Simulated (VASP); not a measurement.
Here is a VASP 6.6.1 calculation.

INCAR

```
SYSTEM = Pb
PREC = Accurate
ENCUT = 520
EDIFF = 1E-7
ISMEAR = -1
SIGMA = 0.1
LREAL = .FALSE.
LASPH = .TRUE.
NELM = 60
ALGO = Normal
ISIF = 2
LWAVE = .FALSE.
LCHARG = .FALSE.
GGA = B5
ALDAX = 1.0
AGGAX = 1.0
AGGAC = 1.0
ALDAC = 0.0
NBANDS = 21
```

The input KPOINTS:

```
Automatic mesh
0
G
  9 9 9
  0 0 0
```

Contents of POSCAR:

```
Pb
1.0
    0.0000000000      3.5198894046      3.5198894046
    3.5198894046      0.0000000000      3.5198894046
    3.5198894046      3.5198894046      0.0000000000
Pb
2
Direct
    0.1250000000      0.1250000000      0.1250000000
    0.8750000000      0.8750000000      0.8750000000
```

Potentials or basis: VASP PAW PBE potentials, release 64 (Pb_d).

Launch:

```sh
$ cat potpaw_PBE.64/Pb_d/POTCAR > POTCAR
$ mpirun -np 1 vasp_std > vasp.out
```

Problem. What does it give for the pressure?

Solution. 2.2 GPa.

Problem. Estimate the band gap on the k mesh.

Solution. Zero (bands 14 and 15 overlap by 1.03 eV).

Caveat: the PAW data sets were made with another functional, which shifts forces and pressure a little; spin-orbit coupling is left out, which moves the levels of the heavy elements.
